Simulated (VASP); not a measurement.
A run of VASP 6.6.1 is set up as follows.

File INCAR:

```
PREC = Accurate
ENCUT = 520
EDIFF = 1E-7
ISMEAR = 0
SIGMA = 0.05
LREAL = F
LASPH = T
NELM = 60
ALGO = Normal
ISIF = 2
LWAVE = F
LCHARG = T
GGA = PS
LELF = T
LVHAR = T
NBANDS = 16
```

File KPOINTS:

```
Automatic mesh
0
Gamma
  9 9 6
```

File POSCAR:

```
MgO
1.0
    3.3034678116      0.0000000000      0.0000000000
   -1.6517339058      2.8608870454      0.0000000000
    0.0000000000      0.0000000000      4.7182000000
Mg O
2 2
Direct
    0.3333333333      0.6666666667      0.0036583380
    0.6666666667      0.3333333333      0.5036583380
    0.3333333333      0.6666666667      0.4009416620
    0.6666666667      0.3333333333      0.9009416620
```

Potentials or basis: VASP PAW PBE potentials, release 64 (Mg, O).

Command:

```console
$ cat potpaw_PBE.64/Mg/POTCAR potpaw_PBE.64/O/POTCAR > POTCAR
$ mpirun -np 1 vasp_std > vasp.out
```

(1) What does it give for the band gap on the k mesh?

(2) Predict the pressure.

Answers

(1) 3.59 eV, direct.

(2) 8.2 GPa.

Caveat: the PAW data sets were made with another functional, which shifts forces and pressure a little.
